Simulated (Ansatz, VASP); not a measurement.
## One calculation of Pb, two programs

File INCAR:

```
  PREC = Accurate
  ENCUT = 520
  EDIFF = 1E-6
  ISMEAR = 0
  SIGMA = 0.15
  LREAL = F
  LASPH = T
  NELM = 60
  ALGO = Fast
  ISIF = 2
  LWAVE = F
  LCHARG = F
  GGA = PS
  NBANDS = 13
```

Contents of KPOINTS:

```
Automatic mesh
0
Gamma
  16 16 16
```

Contents of POSCAR:

```
Pb
1.0
    0.0000000000      2.4698000000      2.5932900000
    2.4698000000      0.0000000000      2.5932900000
    2.4698000000      2.4698000000      0.0000000000
Pb
1
Direct
    0.0000000000      0.0000000000      0.0000000000
```

Input for Ansatz:

```yaml
crystal:
  lattice:
    - [0.0, 2.4698, 2.59329]
    - [2.4698, 0.0, 2.59329]
    - [2.4698, 2.4698, 0.0]
  atoms:
    - { symbol: Pb, position: [0.0, 0.0, 0.0] }
basis:
  ecutwfc: 420
kpoints:
  mp_grid: { grid: [16, 16, 16] }
hamiltonian:
  xc: pbesol
scf:
  occupations: { method: gaussian, width: 0.15 }
output:
  forces: true
  stress: true
  eigenvalues: true
```

Change from the starting cell: strain +0.000 along x and y, +0.050 along z, atoms carried along.

Alike in both runs: task single point; functional PBEsol; k mesh 16 × 16 × 16; occupations gaussian, width 0.15 eV; no spin polarisation.

```csv
,VASP,Ansatz
version,VASP 6.6.1,Ansatz 0.2.0
potentials or method,"VASP PAW PBE potentials, release 64 (Pb_d), cutoff 520 eV","scalar-relativistic, plane waves, PAW"
valence electrons in the cell,14,14
```

```csv
,VASP,Ansatz,Ansatz less VASP
gap on the k mesh at the Fermi level (eV),none,none,-
pressure (GPa),-2.3,-2.2,+0.02
"traceless stress, the component that is largest in VASP (GPa)",-0.44,-0.44,-0.003
```

VASP's potentials were made for PBE, not for PBEsol. A gap of «none» marks a metal or a gap that the smearing closes. With one functional, cell and mesh, what is left measures potentials, basis and numerics.

Spin-orbit coupling is off throughout.
